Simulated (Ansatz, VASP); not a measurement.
One calculation of GeW4, two programs

```
CELL_PARAMETERS angstrom
5.32808 0.00000 0.00000
-2.66404 4.61425 0.00000
0.00000 0.00000 4.98053
ATOMIC_POSITIONS crystal
Ge 0.00000 0.00000 0.00000
W 0.50000 0.00000 0.50000
W 0.00000 0.50000 0.50000
W 0.50000 0.50000 0.50000
W 0.00000 0.00000 0.50000
```

Alike in both runs: functional PBE; k mesh 6 × 6 × 4; occupations gaussian, width 0.1 eV; no spin polarisation.

Ansatz relaxed the structure, and its values are those at the end. VASP's run is a single point on that final structure, the one shown.

|  | VASP | Ansatz |
| --- | --- | --- |
| version | VASP 6.6.1 | Ansatz 0.2.0 |
| potentials or method | VASP PAW PBE potentials, release 64 (Ge_d, W_sv), cutoff 520 eV | scalar-relativistic, plane waves, PAW |
| valence electrons in the cell | 70 | 70 |

VASP gave:

| Quantity | Value |
| --- | --- |
| gap on the k mesh at the Fermi level (eV) | none |
| pressure (GPa) | 0.3 |

**Question.** What did Ansatz give for the same quantities?

**Answer.** gap on the k mesh at the Fermi level (eV): none; pressure (GPa): 0.0.

A gap of «none» marks a metal or a gap that the smearing closes.

Neither program's run includes spin-orbit coupling.
